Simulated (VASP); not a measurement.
# WSe2 in VASP: a series of runs, part 2 of 2

VASP 6.6.1. Earlier steps stand in the parts before.

## (3) Single point, r2SCAN (atom 2 (Se) moved +0.075 Å towards its neighbour atom 1 (W) at 2.536 Å)

Input file POSCAR:

```
WSe2
1.0
    3.3179375931      0.0000000000      0.0000000000
   -1.6589687966      2.8734182438      0.0000000000
    0.0000000000      0.0000000000     16.6581424200
W Se
1 2
Direct
    0.0000000000      0.0000000000      0.0000000000
    0.3234763434      0.6469526869      0.0968357358
    0.3333333333      0.6666666667      0.9002134800
```

Input file INCAR.step1:

```
SYSTEM = WSe2
PREC = Accurate ; ENCUT = 520
ISMEAR = 0 ; SIGMA = 0.05
LREAL = .FALSE. ; LASPH = .TRUE.
NELM = 60 ; NBANDS = 20
GGA = PE ; ALGO = Normal
EDIFF = 1E-4 ; LWAVE = .TRUE.
LCHARG = .FALSE.
```

Input file INCAR.step2:

```
SYSTEM = WSe2
PREC = Accurate ; ENCUT = 520
EDIFF = 1E-6 ; ISMEAR = 0
SIGMA = 0.05 ; LREAL = .FALSE.
LASPH = .TRUE. ; NELM = 60
ALGO = Normal ; ISIF = 2
LWAVE = .FALSE. ; LCHARG = .FALSE.
METAGGA = R2SCAN ; LMIXTAU = .TRUE.
NBANDS = 20 ; ISTART = 1
```

Input file KPOINTS:

```
regular mesh
0
G
  12 12 2
  0 0 0
```

Potentials or basis: VASP PAW PBE potentials, release 64 (W_sv, Se).

Launch:

```console
$ cat potpaw_PBE.64/W_sv/POTCAR potpaw_PBE.64/Se/POTCAR > POTCAR
$ cp INCAR.step1 INCAR
$ mpirun -np 1 vasp_std > vasp.out
$ cp INCAR.step2 INCAR
$ mpirun -np 1 vasp_std > vasp.out
```

OUTCAR:

```text
SYSTEM = WSe2
   PREC = Accurate
   ENCUT = 520
   EDIFF = 1E-6
   ISMEAR = 0
   LREAL = .FALSE.
   LASPH = .TRUE.
   NELM = 60
   ISIF = 2
   METAGGA = R2SCAN
   ISTART = 1

 ion  position               nearest neighbor table
   1  0.000  0.000  0.000-   2 2.46   2 2.53   2 2.53   3 2.54   3 2.54   3 2.54
   2  0.323  0.647  0.097-   1 2.46   1 2.53   1 2.53
   3  0.333  0.667  0.900-   1 2.54   1 2.54   1 2.54

  LATTYP: Found a hexagonal cell.
 ALAT       =     3.3179375931
 C/A-ratio  =     5.0206316281

  Lattice vectors:

 A1 = (   3.3179375931,   0.0000000000,   0.0000000000)
 A2 = (  -1.6589687966,   2.8734182438,   0.0000000000)
 A3 = (   0.0000000000,   0.0000000000,  16.6581424200)

Analysis of symmetry for initial positions (statically):
=====================================================================
 Subroutine PRICEL returns:
 Original cell was already a primitive cell.

 Routine SETGRP: Setting up the symmetry group for a
 hexagonal supercell.

[... 165 lines left out ...]
  free energy    TOTEN  =       -81.71336585 eV

  energy without entropy =      -81.71336585  energy(sigma->0) =      -81.71336585

 E-fermi :  -0.8304     XC(G=0):  -4.8330

 val. band max:       -1.1202250547   @ k =   0.3333   0.3333   0.0000
 cond. band min:       0.4593578526   @ k =   0.3333   0.3333   0.5000
 fundamental gap:      1.5795829073
 Fermi energy:        -0.8304326714

 k-point     1 :       0.0000    0.0000    0.0000
  band No.  band energies     occupation
      1     -77.0848      2.00000
      2     -40.6704      2.00000
      3     -40.5819      2.00000
      4     -40.5740      2.00000
      5     -16.5715      2.00000
      6     -15.1204      2.00000
[... 541 lines left out ...]
     19       6.3101      0.00000
     20       6.7066      0.00000

 [... further k-points ...]

------------------------ aborting loop because EDIFF is reached ----------------------------------------

  FORCE on cell =-STRESS in cart. coord.  units (eV):
  Direction    XX          YY          ZZ          XY          YZ          ZX
  --------------------------------------------------------------------------------------
  -------------------------------------------------------------------------------------
  Total        0.3049851      0.8124698      1.5807269     -0.0000000      0.9415589     -0.0000000
  in kB        3.0767741      8.1964195     15.9468093     -0.0000000      9.4987065     -0.0000000
  external PRESSURE =       9.0733343 kB  Pullay stress =       0.0000000 kB

 VOLUME and BASIS-vectors are now :
 -----------------------------------------------------------------------------
  energy-cutoff  :      520.00
  volume of cell :      158.82
      direct lattice vectors                 reciprocal lattice vectors
     3.317937593  0.000000000  0.000000000     0.301392046  0.174008779  0.000000000
    -1.658968797  2.873418244  0.000000000     0.000000000  0.348017558  0.000000000
     0.000000000  0.000000000 16.658142420     0.000000000  0.000000000  0.060030703

 POSITION                                       TOTAL-FORCE (eV/Angst)
 -----------------------------------------------------------------------------------
      0.00000      0.00000      0.00000         0.000000     -0.618322     -0.806746
     -0.00000      1.85897      1.61310        -0.000000      0.601236      0.895502
     -0.00000      1.91561     14.99588        -0.000000      0.017086     -0.088756
 -----------------------------------------------------------------------------------
    total drift:                               -0.000000      0.000081      0.000472

  FREE ENERGIE OF THE ION-ELECTRON SYSTEM (eV)
  ---------------------------------------------------
  free  energy   TOTEN  =       -81.7133658475 eV

  energy  without entropy=      -81.7133658475  energy(sigma->0) =      -81.71336585
```

OSZICAR.step1:

```text
N       E                     dE             d eps       ncg     rms          rms(c)
DAV:   1     0.168422541032E+03    0.16842E+03   -0.11957E+04  4120   0.110E+03
DAV:   2    -0.974994849415E+01   -0.17817E+03   -0.17303E+03  4496   0.256E+02
DAV:   3    -0.223165056315E+02   -0.12567E+02   -0.12472E+02  4532   0.634E+01
DAV:   4    -0.225336545745E+02   -0.21715E+00   -0.21682E+00  4340   0.927E+00
DAV:   5    -0.225374922203E+02   -0.38376E-02   -0.38374E-02  4280   0.133E+00    0.214E+01
DAV:   6    -0.217593877755E+02    0.77810E+00   -0.49173E+00  3720   0.141E+01    0.738E+00
DAV:   7    -0.216429460330E+02    0.11644E+00   -0.16974E+00  3728   0.665E+00    0.419E+00
DAV:   8    -0.215654461793E+02    0.77500E-01   -0.34242E-01  4132   0.369E+00    0.643E-01
DAV:   9    -0.215643522167E+02    0.10940E-02   -0.19543E-02  4464   0.814E-01    0.467E-01
DAV:  10    -0.215633725615E+02    0.97966E-03   -0.31282E-03  4092   0.403E-01    0.772E-02
DAV:  11    -0.215631737795E+02    0.19878E-03   -0.28597E-04  4084   0.108E-01    0.703E-02
DAV:  12    -0.215630479089E+02    0.12587E-03   -0.10086E-04  3256   0.499E-02    0.188E-02
DAV:  13    -0.215629663808E+02    0.81528E-04   -0.10183E-04  3248   0.428E-02
   1 F= -.21562966E+02 E0= -.21562966E+02  d E =-.955898E-11
```

It took 25 min on 1 thread of Oxide Virtual Turin-like, shared host; peak memory 0.49 GiB.

Results:

* Free energy: -81.7134 eV
* Largest force: 1.079 eV/Å
* Band gap on the k mesh: 1.58 eV

Forces in eV/Å, atoms in the order of the input:
```
W    0.000 -0.618 -0.807
Se   0.000  0.601  0.896
Se   0.000  0.017 -0.089
```

Levels at points of the mesh, in eV from the valence-band top:
```tsv
k point	band 11	band 12	band 13	band 14	band 15	band 16
(0.00, 0.00, 0.00)	-1.58	-1.33	-0.15	2.96	3.14	3.39
(0.50, 0.00, 0.00)	-2.12	-1.20	-0.93	2.49	2.91	4.07
(0.00, 0.50, 0.00)	-2.20	-1.14	-1.06	2.46	2.90	4.20
(0.00, 0.00, 0.50)	-1.58	-1.33	-0.15	2.96	3.14	3.39
(0.50, 0.00, 0.50)	-2.12	-1.20	-0.93	2.49	2.91	4.07
(0.00, 0.50, 0.50)	-2.20	-1.14	-1.06	2.46	2.90	4.20
```

Caveat: the cell differs from its parent crystal (atom 2 (Se) moved +0.075 Å towards its neighbour atom 1 (W) at 2.536 Å); there is no dipole correction, which matters where the two faces differ; the PAW data sets were made with another functional, which shifts forces and pressure a little; spin-orbit coupling is left out, which moves the levels of the heavy elements.
